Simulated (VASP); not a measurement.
Crystal: Sc.

```
Sc
1.0
     3.30880    0.00000    0.00000
    -1.65440    2.86550    0.00000
     0.00000    0.00000    5.26800
Sc
2
Direct
  0.33333 0.66667 0.25000
  0.66667 0.33333 0.75000
```

Base run:

* Program: VASP 6.6.1
* Functional: r2SCAN
* Potentials or basis: VASP PAW PBE potentials, release 64 (Sc_sv)
* Cutoff: 520 eV
* k mesh: 13 × 13 × 7
* Occupations: fermi-dirac, width 0.03 eV
* Spin: no spin polarisation

Its results: band gap on the k mesh zero (bands 11 and 12 overlap by 1.29 eV); pressure 0.1 GPa.

Task: After a change of settings the same cell gave: band gap on the k mesh zero (bands 11 and 12 overlap by 1.19 eV); pressure -2.8 GPa. Which change was it?
A. functional from r2SCAN to LDA; potentials or basis from VASP PAW PBE potentials, release 64 (Sc_sv) to VASP PAW LDA potentials, release 64 (Sc_sv)
B. functional from r2SCAN to PBEsol
C. functional from r2SCAN to PBE; further incar settings from ALGO = Normal; EDIFF = 1e-08; NBANDS = 18 to ALGO = Normal; EDIFF = 1e-06; NBANDS = 18

Result: B.

Caveats: the PAW data sets were made with another functional, which shifts forces and pressure a little.
